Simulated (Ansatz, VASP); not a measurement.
## One calculation of SnO2, two programs

```xyz
3
Lattice="-0.0515 2.4871 2.4871 2.4871 -0.0515 2.4871 2.4871 2.4871 -0.0515" Properties=species:S:1:pos:R:3 pbc="T T T"
Sn    0.0000    0.0000    0.0000
O     1.2104    1.2104    1.2104
O     3.7123    3.7123    3.7123
```

Alike in both runs: task single point; functional PBE; k mesh 12 × 12 × 12; occupations gaussian, width 0.1 eV; no spin polarisation.

|  | VASP | Ansatz |
| --- | --- | --- |
| version | VASP 6.6.1 | Ansatz 0.2.0 |
| potentials or method | VASP PAW PBE potentials, release 64 (Sn_d, O), cutoff 520 eV | scalar-relativistic, plane waves, PAW |
| valence electrons in the cell | 26 | 26 |

Ansatz gave:

```
gap on the k mesh at the Fermi level (eV)                     : 0.58
least direct gap on the mesh (eV)                             : 1.85
pressure (GPa)                                                : 16.4
traceless stress, the component that is largest in VASP (GPa) : 2.09
rms of the force components (eV/Å)                            : 0.411
```

**Question.** Which values does VASP return?

**Answer.** gap on the k mesh at the Fermi level (eV): 0.57; least direct gap on the mesh (eV): 1.85; pressure (GPa): 17.2; traceless stress, the component that is largest in VASP (GPa): 2.23; rms of the force components (eV/Å): 0.419.

Atom by atom the forces differ by 0.008 eV/Å (rms over components).
